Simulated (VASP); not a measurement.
**Rh: single point with PBE**

Crystal: Rh.

```
CELL_PARAMETERS angstrom
2.87941 0.00000 0.00000
-1.43971 2.49364 0.00000
0.00000 0.00000 4.63383
ATOMIC_POSITIONS crystal
Rh 0.66667 0.33333 0.75000
Rh 0.33333 0.66667 0.25000
```

This isn't the form of Rh at room conditions, which is fcc.

```yaml
Program: VASP 6.6.1
Task: single point
Functional: PBE
Potentials_or_basis: VASP PAW PBE potentials, release 64 (Rh_pv)
Cutoff: 500 eV
k_mesh: 21 × 21 × 12
Occupations: gaussian, width 0.15 eV
Spin: collinear spin, ferromagnetic start
Starting_moments: "[0.25, 0.25] μB"
Fixed_moment: 0.5 μB
Dipole_correction: no
Further_INCAR_settings: ALGO = Normal; EDIFF = 1e-06; NBANDS = 26
```

```
Pressure                                              : -26.8 GPa
Net moment                                            : 0.50 μB per cell
Site moments                                          : Rh +0.25 μB
Valence electrons inside the program's atomic spheres : Rh 13.51
```

Stress tensor (GPa, compression positive):
```
-26.59   0.00   0.00
  0.00 -26.59   0.00
  0.00   0.00 -27.30
```

Wall time 2.7 min on 1 thread of Intel(R) Xeon(R) 6975P-C (Granite Rapids), on a shared host, peak memory 0.44 GiB.

Caveat: the cell stands under tension; the total moment is fixed, so each spin has its own Fermi level.
